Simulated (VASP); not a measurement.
## Br: single point with PBE

Crystal: Br.

```xyz
1
Lattice="-1.4969 1.4969 1.4969 1.4969 -1.4969 1.4969 1.4969 1.4969 -1.4969" Properties=species:S:1:pos:R:3 pbc="T T T"
Br    0.0000    0.0000    0.0000
```

This cell differs from its parent crystal: volume scaled by 0.5.

- Program: VASP 6.6.1
- Task: single point
- Functional: PBE
- Potentials or basis: VASP PAW PBE potentials, release 64 (Br)
- Cutoff: 520 eV
- k mesh: 16 × 16 × 16
- Occupations: fermi-dirac, width 0.08 eV
- Spin: no spin polarisation

```json
{
  "Pressure": "110.7 GPa"
}
```

Levels at points of the mesh, in eV from the Fermi level:
| k point | band 1 | band 2 | band 3 | band 4 | band 5 | band 6 | band 7 | band 8 | band 9 |
| --- | --- | --- | --- | --- | --- | --- | --- | --- | --- |
| (0.00, 0.00, 0.00) | -22.68 | 2.74 | 2.74 | 2.74 | 12.68 | 12.68 | 12.68 | 15.31 | 16.65 |
| (0.50, 0.00, 0.00) | -17.09 | -11.62 | -1.82 | 1.20 | 6.47 | 7.29 | 19.71 | 20.61 | 21.26 |
| (0.50, 0.50, 0.50) | -12.85 | -6.66 | -6.66 | -6.66 | 1.65 | 1.65 | 26.38 | 26.38 | 26.38 |

It took 12 s on 1 thread of AMD EPYC 7R43 64-Core Processor (Zen 3), on a shared host, peak memory 0.1 GiB.

Caveat: an odd number of electrons without spin polarisation forces a metal; a magnetic or distorted state may lie lower.
